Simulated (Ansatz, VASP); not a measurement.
**Sc2Si2Se: VASP beside Ansatz**

```
CELL_PARAMETERS angstrom
-2.67368 2.67368 5.66575
2.67368 -2.67368 5.66575
2.67368 2.67368 -5.66575
ATOMIC_POSITIONS crystal
Sc 0.27959 0.27959 0.00000
Sc 0.72041 0.72041 0.00000
Si 0.75000 0.25000 0.50000
Si 0.25000 0.75000 0.50000
Se 0.50000 0.50000 0.00000
```

Alike in both runs: functional PBE; k mesh 10 × 10 × 10; occupations gaussian, width 0.1 eV; no spin polarisation.

Ansatz relaxed the structure, and its values are those at the end. VASP's run is a single point on that final structure, the one shown.

|  | VASP | Ansatz |
| --- | --- | --- |
| version | VASP 6.6.1 | Ansatz 0.2.0 |
| potentials or method | VASP PAW PBE potentials, release 64 (Sc_sv, Si, Se), cutoff 520 eV | scalar-relativistic, plane waves, PAW |
| valence electrons in the cell | 36 | 46 |

|  | VASP | Ansatz | Ansatz less VASP |
| --- | --- | --- | --- |
| gap on the k mesh at the Fermi level (eV) | none | none | - |
| pressure (GPa) | 0.1 | 0.0 | -0.07 |
| rms of the force components (eV/Å) | 0.009 | 0.001 | -0.0075 |

A gap of «none» marks a metal or a gap that the smearing closes. VASP's potentials hold 36 valence electrons a cell and Ansatz's 46, so a difference there can come from the potentials and not from the codes.
